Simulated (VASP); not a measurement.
# PbF2 (Fm-3m) in VASP: settings compared, part 2 of 2

VASP 6.6.1. The steps go on from the part before.

## 3. Relaxation of cell and atoms, RPBE+D3(BJ)

File INCAR:

```
ALGO = Normal
EDIFF = 1E-7
EDIFFG = -0.01
ENCUT = 600
GGA = RP
GGA_COMPAT = F
IBRION = 2
ISIF = 3
ISMEAR = -1
IVDW = 12
LASPH = T
LCHARG = F
LREAL = F
LWAVE = F
NELM = 120
NELMIN = 4
NSW = 60
PREC = Accurate
SIGMA = 0.05
```

File KPOINTS:

```
k-points
0
Gamma
  8 8 8
```

File POSCAR:

```
PbF2
1.0
    0.0000000000      2.9636600000      2.9636600000
    2.9636600000      0.0000000000      2.9636600000
    2.9636600000      2.9636600000      0.0000000000
Pb F
1 2
Direct
    0.0000000000      0.0000000000      0.0000000000
    0.7500000000      0.7500000000      0.7500000000
    0.2500000000      0.2500000000      0.2500000000
```

Potentials or basis: VASP PAW PBE potentials, release 64 (Pb_d, F).

The run is started by

```bash
> cat potpaw_PBE.64/Pb_d/POTCAR potpaw_PBE.64/F/POTCAR > POTCAR
> mpirun -np 1 vasp_std > vasp.out
```

OUTCAR:

```text
EDIFF = 1E-7
   EDIFFG = -0.01
   ENCUT = 600
   GGA = RP
   IBRION = 2
   ISIF = 3
   ISMEAR = -1
   IVDW = 12
   LASPH = T
   LREAL = F
   NELM = 120
   NELMIN = 4
   NSW = 60
   PREC = Accurate
 IVDW          = 12

 ion  position               nearest neighbor table
   1  0.000  0.000  0.000-   2 2.57   2 2.57   2 2.57   3 2.57   3 2.57   3 2.57   3 2.57   2 2.57

   2  0.750  0.750  0.750-   1 2.57   1 2.57   1 2.57   1 2.57
   3  0.250  0.250  0.250-   1 2.57   1 2.57   1 2.57   1 2.57

  LATTYP: Found a face centered cubic cell.
 ALAT       =     5.9273200000

  Lattice vectors:

 A1 = (   0.0000000000,   2.9636600000,   2.9636600000)
 A2 = (   2.9636600000,   0.0000000000,   2.9636600000)
 A3 = (   2.9636600000,   2.9636600000,   0.0000000000)

Analysis of symmetry for initial positions (statically):
=====================================================================
 Subroutine PRICEL returns:
 Original cell was already a primitive cell.

 Routine SETGRP: Setting up the symmetry group for a
 face centered cubic supercell.

 Subroutine GETGRP returns: Found 48 space group operations
 (whereof 48 operations were pure point group operations)
 out of a pool of 48 trial point group operations.

The static configuration has the point symmetry O_h .

Analysis of symmetry for dynamics (positions and initial velocities):
=====================================================================
 Subroutine PRICEL returns:
 Original cell was already a primitive cell.

 Routine SETGRP: Setting up the symmetry group for a
 face centered cubic supercell.

 Subroutine GETGRP returns: Found 48 space group operations
 (whereof 48 operations were pure point group operations)
 out of a pool of 48 trial point group operations.

The dynamic configuration has the point symmetry O_h .

 Subroutine INISYM returns: Found 48 space group operations
 (whereof 48 operations are pure point group operations),
 and found     1 'primitive' translations

----------------------------------------------------------------------------------------

                                     Primitive cell

  volume of cell :      52.0613

  direct lattice vectors                    reciprocal lattice vectors
     0.000000000  2.963660000  2.963660000    -0.168710311  0.168710311  0.168710311
     2.963660000  0.000000000  2.963660000     0.168710311 -0.168710311  0.168710311
     2.963660000  2.963660000  0.000000000     0.168710311  0.168710311 -0.168710311

  length of vectors
     4.191248166  4.191248166  4.191248166     0.292214830  0.292214830  0.292214830

  position of ions in fractional coordinates (direct lattice)
     0.000000000  0.000000000  0.000000000
     0.750000000  0.750000000  0.750000000
     0.250000000  0.250000000  0.250000000

  ion indices of the primitive-cell ions
   primitive index   ion index
                 1           1
                 2           2
                 3           3

----------------------------------------------------------------------------------------

 KPOINTS: k-points

Automatic generation of k-mesh.
 Grid dimensions read from file:
 generate k-points for:    8    8    8

 Generating k-lattice:

  Cartesian coordinates                     Fractional coordinates (reciprocal lattice)
    -0.021088789  0.021088789  0.021088789     0.125000000  0.000000000  0.000000000
     0.021088789 -0.021088789  0.021088789     0.000000000  0.125000000  0.000000000
     0.021088789  0.021088789 -0.021088789     0.000000000  0.000000000  0.125000000

  Length of vectors
     0.036526854  0.036526854  0.036526854

  Shift w.r.t. Gamma in fractional coordinates (k-lattice)
     0.000000000  0.000000000  0.000000000

 Subroutine IBZKPT returns following result:
 ===========================================

 Found     29 irreducible k-points:

 Following reciprocal coordinates:
            Coordinates               Weight
  0.000000  0.000000  0.000000      1.000000
  0.125000  0.000000  0.000000      8.000000
  0.250000  0.000000  0.000000      8.000000
  0.375000  0.000000  0.000000      8.000000
  0.500000  0.000000  0.000000      4.000000
  0.125000  0.125000  0.000000      6.000000
[... 16 lines left out ...]
  0.500000  0.250000  0.125000     48.000000
 -0.375000  0.250000  0.125000     24.000000
 [... further k-points ...]
   k-points           NKPTS =     29   k-points in BZ     NKDIM =     29   number of bands    NBANDS=     18
   number of dos      NEDOS =    301   number of ions     NIONS =      3
   total plane-waves  NPLWV =  46656
   dimension x,y,z NGX =    36 NGY =   36 NGZ =   36
   dimension x,y,z NGXF=    72 NGYF=   72 NGZF=   72
   ions per type =               1   2
   NGX,Y,Z   is equivalent  to a cutoff of  14.28, 14.28, 14.28 a.u.
   NGXF,Y,Z  is equivalent  to a cutoff of  28.56, 28.56, 28.56 a.u.
 SYSTEM =  unknown system
   PREC   = accura    normal or accurate (medium, high low for compatibility)
   ISTART =      0    job   : 0-new  1-cont  2-samecut
   ICHARG =      2    charge: 1-file 2-atom 10-const
   ISPIN  =      1    spin polarized calculation?
   LNONCOLLINEAR =      F non collinear calculations
   LSORBIT =      F    spin-orbit coupling
   LASPH  =      T    aspherical Exc in radial PAW
   ENCUT  =  600.0 eV  44.10 Ry    6.64 a.u.   8.37  8.37  8.37*2*pi/ulx,y,z
   NELM   =    120;   NELMIN=  4; NELMDL= -5     # of ELM steps
   EDIFF  = 0.1E-06   stopping-criterion for ELM
   LREAL  =      F    real-space projection
   EDIFFG = -.1E-01   stopping-criterion for IOM
   NSW    =     60    number of steps for IOM
   IBRION =      2    ionic relax: 0-MD 1-quasi-New 2-CG
   NFREE  =      1    steps in history (QN), initial steepest desc. (CG)
   ISIF   =      3    stress and relaxation
   ISYM   =      2    0-nonsym 1-usesym 2-fastsym
   POTIM  = 0.5000    time-step for ionic-motion
   TEBEG  =    0.0;   TEEND  =   0.0 temperature during run
   PSTRESS=    0.0 pullay stress
   NELECT =      28.0000    total number of electrons
   NUPDOWN=      -1.0000    fix difference up-down
   EMIN   =  10.00;   EMAX   =-10.00  energy-range for DOS
   EFERMI =   0.00;   METHOD = LEGACY
   ISMEAR =    -1;   SIGMA  =   0.05  broadening in eV -4-tet -1-fermi 0-gaus
   EFERMI_NEDOS =   21; number of points for ismear=-14 and -15
   IALGO  =     38    algorithm
   IMIX   =      4    mixing-type and parameters
     AMIX     =   0.40;   BMIX     =  1.00
     AMIX_MAG =   1.60;   BMIX_MAG =  1.00
  volume/ion in A,a.u.               =      17.35       117.11
  Fermi-wavevector in a.u.,A,eV,Ry     =   1.331340  2.515869 24.115883  1.772467
  Thomas-Fermi vector in A             =   2.460359
   LORBIT       =      0    0 simple, 1 ext, 2 COOP (PROOUT), +10 PAW based schemes
   GGA     = RP    functional components
   LHFCALC =     F    Hartree Fock is set to
   AEXX    =    0.0000 exact exchange contribution
   IVDW    =    12    specifies the selected vdW correction
   LEPSILON=     F    determine dielectric tensor
   LRPA    =     F    only Hartree local field effects (RPA)
 conjugate gradient relaxation of ions
 non-spin polarized calculation
  energy-cutoff  :      600.00
  volume of cell :       52.06
 maximum number of plane-waves:      1807
 NGX is ok and might be reduce to    36
   NGX = 17   NGY = 17   NGZ = 17

--------------------------------------- Ionic step        1  -------------------------------------------

 number of electron      28.0000008 magnetization

 Free energy of the ion-electron system (eV)
  ---------------------------------------------------
  ext. energy  EPLUGINS =         0.00000000
  ---------------------------------------------------
  free energy    TOTEN  =       -13.47467740 eV

  energy without entropy =      -13.47467740  energy(sigma->0) =      -13.47467740

 E-fermi :   3.2200     XC(G=0):  -9.0472

 val. band max:        2.0818493320   @ k =  -0.2500   0.5000   0.2500
 cond. band min:       6.6302412899   @ k =   0.5000   0.5000   0.0000
 fundamental gap:      4.5483919578
 Fermi energy:         3.2199599003

 k-point     1 :       0.0000    0.0000    0.0000
  band No.  band energies     occupation
      1     -19.1235      2.00000
      2     -18.5212      2.00000
      3     -12.4519      2.00000
      4     -12.4519      2.00000
      5     -12.4519      2.00000
      6     -12.4043      2.00000
[... 10 lines left out ...]
     17       8.9656      0.00000
     18      13.0698      0.00000
[... 562 lines left out ...]
  energy  without entropy=      -15.3550008806  energy(sigma->0) =      -15.35500088

--------------------------------------- Ionic step        3  -------------------------------------------

 number of electron      28.0000007 magnetization

 Free energy of the ion-electron system (eV)
  ---------------------------------------------------
  ext. energy  EPLUGINS =         0.00000000
  ---------------------------------------------------
  free energy    TOTEN  =       -13.36879586 eV

  energy without entropy =      -13.36879586  energy(sigma->0) =      -13.36879586

 E-fermi :   3.8556     XC(G=0):  -9.2727

 val. band max:        2.6428043734   @ k =  -0.2500   0.5000   0.2500
 cond. band min:       7.1759359685   @ k =   0.5000   0.5000   0.0000
 fundamental gap:      4.5331315951
 Fermi energy:         3.8556346520

 k-point     1 :       0.0000    0.0000    0.0000
  band No.  band energies     occupation
      1     -18.9407      2.00000
      2     -18.2581      2.00000
      3     -11.9558      2.00000
      4     -11.9558      2.00000
      5     -11.9558      2.00000
      6     -11.8880      2.00000
[... 10 lines left out ...]
     17       9.5599      0.00000
     18      13.7521      0.00000
[... 517 lines left out ...]
  FREE ENERGIE OF THE ION-ELECTRON SYSTEM (eV)
  ---------------------------------------------------
  free  energy   TOTEN  =       -15.3553261653 eV

  energy  without entropy=      -15.3553261653  energy(sigma->0) =      -15.35532617

 reached required accuracy - stopping structural energy minimisation
```

CONTCAR:

```text
PbF2
   1.00000000000000
     0.0000000000000000    2.9205963135398680    2.9205963135398680
     2.9205963135398680    0.0000000000000000    2.9205963135398680
     2.9205963135398680    2.9205963135398680    0.0000000000000000
  Pb              F
     1     2
Direct
     0.0000000000000000    0.0000000000000000    0.0000000000000000
     0.7500000000000000    0.7500000000000000    0.7500000000000000
     0.2500000000000000    0.2500000000000000    0.2500000000000000

  0.00000000E+00  0.00000000E+00  0.00000000E+00
  0.00000000E+00  0.00000000E+00  0.00000000E+00
  0.00000000E+00  0.00000000E+00  0.00000000E+00
```

Run time: 56 s. Hardware: 1 thread of AMD EPYC 9R45 (Zen 5), shared host; peak memory 0.19 GiB.

What came out:

| Quantity | Value |
| --- | --- |
| Free energy | -15.3553 eV |
| Relaxed volume | 16.61 Å³/atom |
| Relaxed cell | a = 4.130 Å, b = 4.130 Å, c = 4.130 Å, α = 60.00°, β = 60.00°, γ = 60.00° |
| Space group after relaxing (to 0.1 Å) | Fm-3m (No. 225) |
| Energy gained by relaxing | 7.5 meV/atom |
| Ionic steps | 3 |
| Pressure after relaxing | 0.0 GPa |
| Band gap on the k mesh | 4.53 eV (least direct gap 4.68 eV) |
| Dispersion energy per atom | -0.662 eV |

Step by step:
```tsv
step	energy change (eV)	largest force (eV/Å)	pressure (GPa)	volume (Å³)
1	0.0000	0.0000	-3.10	52.06
2	-0.0223	0.0000	0.41	49.57
3	-0.0226	0.0000	0.00	49.82
```

Final structure:
```yaml
crystal:
  lattice:
    - [0.00000, 2.92060, 2.92060]
    - [2.92060, 0.00000, 2.92060]
    - [2.92060, 2.92060, 0.00000]
  atoms:
    - { symbol: Pb, position: [0.00000, 0.00000, 0.00000] }
    - { symbol: F, position: [0.75000, 0.75000, 0.75000] }
    - { symbol: F, position: [0.25000, 0.25000, 0.25000] }
```

Caveat: the PAW data sets were made with another functional, which shifts forces and pressure a little; spin-orbit coupling is left out, which moves the levels of the heavy elements. A k mesh can miss the band edges.
